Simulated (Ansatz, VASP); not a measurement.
## SrV3 in VASP and in Ansatz

```
Sr V
1.0
     4.21023    0.00000    0.00000
     0.00000    4.21023    0.00000
     0.00000    0.00000    4.21023
Sr V
1 3
Direct
  0.00000 0.00000 0.00000
  0.00000 0.50000 0.50000
  0.50000 0.00000 0.50000
  0.50000 0.50000 0.00000
```

Alike in both runs: functional PBE; k mesh 4 × 4 × 4; occupations gaussian, width 0.1 eV; collinear spin.

Ansatz relaxed the structure, and its values are those at the end. VASP's run is a single point on that final structure, the one shown.

|  | VASP | Ansatz |
| --- | --- | --- |
| version | VASP 6.6.1 | Ansatz 0.2.0 |
| potentials or method | VASP PAW PBE potentials, release 64 (Sr_sv, V_sv), cutoff 520 eV | scalar-relativistic, plane waves, PAW |
| valence electrons in the cell | 49 | 49 |

|  | VASP | Ansatz | Ansatz less VASP |
| --- | --- | --- | --- |
| gap on the k mesh at the Fermi level (eV) | none | none | - |
| pressure (GPa) | 0.0 | -0.3 | -0.33 |
| net moment per atom (μB) | 0.46 | 0.45 | -0.001 |
| size of the moment on the site where the two differ most (μB) | 0.50 | 0.52 | +0.020 |

Site moments also hang on the region over which each program counts them. A gap of «none» marks a metal or a gap that the smearing closes.

The k mesh is coarse, so the values compare programs but aren't converged.
